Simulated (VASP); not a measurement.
Crystal: LiH.

```
Li H
1.0
     2.51750    0.00532    0.01167
     0.00532    2.50010   -0.00925
     0.02334   -0.01850    4.91233
Li H
2 2
Direct
  0.39778 0.50337 0.22618
  0.54301 0.45152 0.77555
  0.08680 0.95979 0.49708
  0.97240 0.08533 0.00119
```

```yaml
Program: VASP 6.6.1
Task: relaxation of cell and atoms
Functional: PBE
Potentials_or_basis: VASP PAW PBE potentials, release 64 (Li_sv, H)
Cutoff: 600 eV
k_mesh: 6 × 6 × 4
Occupations: gaussian, width 0.1 eV
Spin: no spin polarisation
```

At the start: pressure 2.6 GPa; volume 7.73 Å³/atom.

Problem. How do energy, volume and symmetry change on relaxing?

Solution. Over 47 steps the energy falls by 192.1 meV/atom and the volume is 7.89 Å³/atom (+2.0 %); space group P2_1 (No. 4, to 0.05 Å).

Step by step:
| step | energy change (eV) | largest force (eV/Å) | pressure (GPa) | volume (Å³) |
| --- | --- | --- | --- | --- |
| 1 | 0.0000 | 1.2330 | 2.55 | 30.92 |
| 3 | -0.1617 | 0.2352 | 0.41 | 32.23 |
| 5 | -0.1779 | 0.2494 | 0.13 | 32.46 |
| 7 | -0.3307 | 0.3597 | -1.05 | 33.84 |
| 9 | -0.4743 | 0.6492 | -1.26 | 35.40 |
| 11 | -0.5002 | 0.7063 | -0.96 | 35.52 |
| 13 | -0.5600 | 0.5914 | -1.02 | 35.30 |
| 15 | -0.6531 | 0.3179 | 0.44 | 33.12 |
| 17 | -0.6865 | 0.1636 | -0.22 | 33.46 |
| 19 | -0.7063 | 0.1111 | -0.18 | 32.91 |
| 21 | -0.7223 | 0.0832 | 0.09 | 32.32 |
| 23 | -0.7293 | 0.0779 | 0.09 | 32.24 |
| 25 | -0.7411 | 0.0665 | -0.12 | 32.21 |
| 27 | -0.7502 | 0.0575 | 0.06 | 31.96 |
| 29 | -0.7537 | 0.0513 | -0.07 | 32.03 |
| 31 | -0.7553 | 0.0370 | -0.16 | 32.09 |
| 33 | -0.7565 | 0.0346 | 0.12 | 31.86 |
| 35 | -0.7586 | 0.0506 | 0.01 | 31.85 |
| 37 | -0.7588 | 0.0626 | -0.03 | 31.85 |
| 39 | -0.7607 | 0.0588 | -0.12 | 31.84 |
| 41 | -0.7607 | 0.1162 | -0.33 | 31.75 |
| 43 | -0.7646 | 0.0666 | -0.12 | 31.66 |
| 45 | -0.7677 | 0.0377 | 0.20 | 31.38 |
| 47 | -0.7685 | 0.0250 | -0.03 | 31.54 |

Final structure:
```cif
data_structure
_symmetry_space_group_name_H-M 'P 1'
_symmetry_Int_Tables_number 1
_cell_length_a 2.7061
_cell_length_b 2.7064
_cell_length_c 4.8614
_cell_angle_alpha 90.269
_cell_angle_beta 89.953
_cell_angle_gamma 117.640
_cell_volume 31.54
loop_
_atom_site_label
_atom_site_type_symbol
_atom_site_fract_x
_atom_site_fract_y
_atom_site_fract_z
_atom_site_occupancy
Li1 Li 0.49537 0.48457 0.25101 1
Li2 Li 0.50406 0.51557 0.75123 1
H1 H 0.16044 0.83068 0.49904 1
H2 H 0.84014 0.16919 0.99872 1
```

Caveat: the cutoff is under 1.25 times the usual one of these potentials, so pressure, stress and relaxed cells hold a basis-set (Pulay) error.
